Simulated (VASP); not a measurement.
TiAl, 2 atoms in the cell. Symmetry: P-6m2, No. 187, hexagonal system. Conventional cell: a = 3.076 Å, b = 3.076 Å, c = 4.805 Å, α = 90.00°, β = 90.00°, γ = 120.00°. Ti (site symmetry -6m2) has 6 Al at 2.99 Å and 6 Ti at 3.08 Å within 3.9 Å. Al (site symmetry -6m2) has 6 Ti at 2.99 Å and 6 Al at 3.08 Å within 3.9 Å.  This cell differs from its parent crystal: strain +0.080 along x and y, +0.040 along z.

```yaml
Program: VASP 6.6.1
Task: single point
Functional: PBEsol
Potentials_or_basis: VASP PAW PBE potentials, release 64 (Ti_sv, Al)
Cutoff: 520 eV
k_mesh: 24 × 24 × 14
Occupations: gaussian, width 0.15 eV
Spin: no spin polarisation
Dipole_correction: no
Further_INCAR_settings: ALGO = Fast; EDIFF = 1e-06; NBANDS = 14
```

Potentials or basis: VASP PAW PBE potentials, release 64 (Ti_sv, Al).

Launch:

```sh
$ cat potpaw_PBE.64/Ti_sv/POTCAR potpaw_PBE.64/Al/POTCAR > POTCAR
$ mpirun -np 1 vasp_std > vasp.out
```

Hardware: 1 thread of Intel Xeon 8259CL, on a shared host.

Problem. Estimate the wall time of this run.

Solution. It took 8.4 min on 1 thread of Intel Xeon 8259CL (shared host), peak memory 0.39 GiB. Counts: scf iterations 30, k points 488.
